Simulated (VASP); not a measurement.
Input of a VASP 6.6.1 run:

File INCAR:

```
PREC = Accurate ; ENCUT = 520
EDIFF = 1E-7 ; ISMEAR = -1
SIGMA = 0.05 ; LREAL = False
LASPH = True ; NELM = 100
ALGO = Normal ; ISIF = 2
LWAVE = False ; LCHARG = True
GGA = PE ; LELF = True
LVHAR = True ; NBANDS = 21
```

The input KPOINTS:

```
Automatic mesh
0
Gamma
  15 15 15
```

Contents of POSCAR:

```
Sn
1.0
   -2.9351608277      2.9351608277      1.6011844130
    2.9351608277     -2.9351608277      1.6011844130
    2.9351608277      2.9351608277     -1.6011844130
Sn
2
Direct
    0.0000000000      0.0000000000      0.0000000000
    0.7500000000      0.2500000000      0.5000000000
```

Potentials or basis: VASP PAW PBE potentials, release 64 (Sn_d).

Launch:

```sh
$ cat potpaw_PBE.64/Sn_d/POTCAR > POTCAR
$ mpirun -np 1 vasp_std > vasp.out
```

(1) What does it give for the pressure?

(2) What does it give for the band gap on the k mesh?

Results:

(1) 1.5 GPa.

(2) zero (bands 14 and 15 overlap by 4.21 eV).

Caveat: spin-orbit coupling is left out, which moves the levels of the heavy elements.
